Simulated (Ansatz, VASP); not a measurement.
**Ba: VASP beside Ansatz**

Contents of INCAR:

```
PREC = Accurate ; ENCUT = 520
EDIFF = 1E-6 ; ISMEAR = 0
SIGMA = 0.15 ; LREAL = False
LASPH = True ; NELM = 80
ALGO = Fast ; ISIF = 2
LWAVE = False ; LCHARG = True
LELF = True ; LVHAR = True
NBANDS = 11
```

File KPOINTS:

```
regular mesh
0
Gamma
  14 14 8
```

File POSCAR:

```
Ba
1.0
    1.8572500000     -3.4675000000      0.0000000000
    1.8572500000      3.4675000000      0.0000000000
    0.0000000000      0.0000000000      5.7000000000
Ba
1
Direct
    0.0000000000      0.0000000000      0.0000000000
```

Input for Ansatz:

```yaml
crystal:
  lattice:
    - [1.85725, -3.4675, 0.0]
    - [1.85725, 3.4675, 0.0]
    - [0.0, 0.0, 5.7]
  atoms:
    - { symbol: Ba, position: [0.0, 0.0, 0.0] }
basis:
  ecutwfc: 420
kpoints:
  mp_grid: { grid: [14, 14, 8] }
hamiltonian:
  xc: lda
scf:
  occupations: { method: gaussian, width: 0.15 }
output:
  forces: true
  stress: true
  eigenvalues: true
```

Change from the starting cell: strain -0.050 along x and y, +0.000 along z, atoms carried along.

Alike in both runs: task single point; functional LDA; k mesh 14 × 14 × 8; occupations gaussian, width 0.15 eV; no spin polarisation.

```csv
,VASP,Ansatz
version,VASP 6.6.1,Ansatz 0.2.0
potentials or method,"VASP PAW LDA potentials, release 64 (Ba_sv), cutoff 520 eV","scalar-relativistic, plane waves, PAW"
valence electrons in the cell,10,10
```

Ansatz gave:

* gap on the k mesh at the Fermi level (eV): none
* pressure (GPa): 0.3
* traceless stress, the component that is largest in VASP (GPa): -3.08

**Question.** Which values does VASP return?

**Answer.** gap on the k mesh at the Fermi level (eV): none; pressure (GPa): 0.4; traceless stress, the component that is largest in VASP (GPa): -3.16.

LDA's correlation is that of Perdew and Zunger in VASP and of Perdew and Wang (1992) in Ansatz. A gap of «none» marks a metal or a gap that the smearing closes.

Spin-orbit coupling is off throughout.
